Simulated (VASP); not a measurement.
Input of a VASP 6.6.1 run:

Contents of POSCAR:

```
SiO2
1.0
    0.0000000000      4.7162571100      7.3627753715
    2.3595806657      0.0000000000      7.3627753715
    2.3595806657      4.7162571100      0.0000000000
Si O
4 8
Direct
    0.9367689200      0.9367689200      0.5632310800
    0.6867689200      0.6867689200      0.3132310800
    0.3132310800      0.3132310800      0.6867689200
    0.5632310800      0.5632310800      0.9367689200
    0.0634396000      0.4365604000      0.0634396000
    0.4365604000      0.0634396000      0.4365604000
    0.8134396000      0.1865604000      0.8134396000
    0.1865604000      0.8134396000      0.1865604000
    0.1250000000      0.6250000000      0.6250000000
    0.6250000000      0.6250000000      0.6250000000
    0.6250000000      0.6250000000      0.1250000000
    0.6250000000      0.1250000000      0.6250000000
```

INCAR.step1

```
GGA      = AM             # functional
ISMEAR   = 0              # smearing method
SIGMA    = 0.03           # smearing width, eV
LWAVE    = False          # write WAVECAR
LCHARG   = True           # write CHGCAR
NBANDS   = 54             # bands
PREC     = Accurate       # precision mode
LASPH    = True           # aspherical terms in the spheres
LREAL    = False          # projectors in reciprocal space
ALGO     = Normal         # electronic algorithm
EDIFF    = 1E-6           # SCF threshold, eV
NELM     = 120            # most SCF steps
GGA_COMPAT= False        
ENCUT    = 640            # plane-wave cutoff, eV
EFERMI   = MIDGAP       
KPAR     = 8
```

KPOINTS.step1

```
Automatic mesh
0
Gamma
  7 7 7
  0 0 0
```

INCAR.step2

```
GGA      = AM             # functional
ISMEAR   = 0              # smearing method
SIGMA    = 0.03           # smearing width, eV
LWAVE    = False          # write WAVECAR
LCHARG   = False          # write CHGCAR
NBANDS   = 54             # bands
PREC     = Accurate       # precision mode
LASPH    = True           # aspherical terms in the spheres
LREAL    = False          # projectors in reciprocal space
ALGO     = Normal         # electronic algorithm
EDIFF    = 1E-6           # SCF threshold, eV
NELM     = 120            # most SCF steps
GGA_COMPAT= False        
ENCUT    = 640            # plane-wave cutoff, eV
EFERMI   = MIDGAP       
ICHARG   = 11             # starting density
KPAR     = 8
```

KPOINTS.step2

```
path GYTZGXA1Y,TX1,XAZ,LG
32
line-mode
reciprocal
 0.0000000000  0.0000000000  0.0000000000  G
 0.5000000000  0.0000000000  0.5000000000  Y

 0.5000000000  0.0000000000  0.5000000000  Y
 1.0000000000  0.5000000000  0.5000000000  T

 1.0000000000  0.5000000000  0.5000000000  T
 0.5000000000  0.5000000000  0.0000000000  Z

 0.5000000000  0.5000000000  0.0000000000  Z
 0.0000000000  0.0000000000  0.0000000000  G

 0.0000000000  0.0000000000  0.0000000000  G
 0.0000000000  0.3382529499  0.3382529499  X

 0.0000000000  0.3382529499  0.3382529499  X
 0.5000000000  0.2130989552  0.7130989552  A1

 0.5000000000  0.2130989552  0.7130989552  A1
 0.5000000000  0.0000000000  0.5000000000  Y

 1.0000000000  0.5000000000  0.5000000000  T
 1.0000000000  0.6617470501  0.6617470501  X1

 0.0000000000  0.3382529499  0.3382529499  X
 0.5000000000  0.7869010448  0.2869010448  A

 0.5000000000  0.7869010448  0.2869010448  A
 0.5000000000  0.5000000000  0.0000000000  Z

 0.5000000000  0.5000000000  0.5000000000  L
 0.0000000000  0.0000000000  0.0000000000  G
```

Potentials or basis: VASP PAW PBE potentials, release 64 (Si, O).

Launch:

```console
$ cat potpaw_PBE.64/Si/POTCAR potpaw_PBE.64/O/POTCAR > POTCAR
$ cp INCAR.step1 INCAR
$ cp KPOINTS.step1 KPOINTS
$ mpirun -np 8 vasp_std > vasp.out
$ cp INCAR.step2 INCAR
$ cp KPOINTS.step2 KPOINTS
$ mpirun -np 8 vasp_std > vasp.out
```

Task: Predict the band gap on the k mesh.

Result: 5.88 eV.

Task: Estimate the band gap along the path.

Result: 5.88 eV.

Levels at the corners of the path, in eV from the valence-band top:
```
point  band 28  band 29  band 30  band 31  band 32  band 33  band 34  band 35  band 36  band 37
    Γ    -0.77    -0.64    -0.44    -0.04     0.00     5.88     8.25     8.33     8.75     8.88
    Y    -1.39    -0.88    -0.88    -0.26    -0.26     7.99     7.99     9.55     9.55    10.23
    Y    -1.39    -0.88    -0.88    -0.26    -0.26     7.99     7.99     9.55     9.55    10.23
    T    -1.23    -0.90    -0.90    -0.12    -0.12     8.26     8.26     9.19     9.19     9.90
    T    -1.23    -0.90    -0.90    -0.12    -0.12     8.26     8.26     9.19     9.19     9.90
    Z    -0.79    -0.63    -0.63    -0.17    -0.17     7.02     7.02     8.78     8.78     9.24
    Z    -0.79    -0.63    -0.63    -0.17    -0.17     7.02     7.02     8.78     8.78     9.24
    Γ    -0.77    -0.64    -0.44    -0.04     0.00     5.88     8.25     8.33     8.75     8.88
    Γ    -0.77    -0.64    -0.44    -0.04     0.00     5.88     8.25     8.33     8.75     8.88
    X    -0.96    -0.93    -0.74    -0.41    -0.13     8.68     8.93     9.19     9.25     9.63
    X    -0.96    -0.93    -0.74    -0.41    -0.13     8.68     8.93     9.19     9.25     9.63
   A1    -0.91    -0.71    -0.71    -0.29    -0.29     8.74     8.74     9.32     9.32     9.79
   A1    -0.91    -0.71    -0.71    -0.29    -0.29     8.74     8.74     9.32     9.32     9.79
    Y    -1.39    -0.88    -0.88    -0.26    -0.26     7.99     7.99     9.55     9.55    10.23
    T    -1.23    -0.90    -0.90    -0.12    -0.12     8.26     8.26     9.19     9.19     9.90
   X1    -0.96    -0.93    -0.74    -0.41    -0.13     8.68     8.93     9.19     9.25     9.63
    X    -0.96    -0.93    -0.74    -0.41    -0.13     8.68     8.93     9.19     9.25     9.63
    A    -0.91    -0.71    -0.71    -0.29    -0.29     8.74     8.74     9.32     9.32     9.79
    A    -0.91    -0.71    -0.71    -0.29    -0.29     8.74     8.74     9.32     9.32     9.79
    Z    -0.79    -0.63    -0.63    -0.17    -0.17     7.02     7.02     8.78     8.78     9.24
    L    -0.95    -0.62    -0.58    -0.32    -0.26     8.25     8.87     8.92     9.51     9.85
    Γ    -0.77    -0.64    -0.44    -0.04     0.00     5.88     8.25     8.33     8.75     8.88
```

Caveat: the log is that of the step along the path at fixed density, whose energy, stress, charges and moments have no meaning.
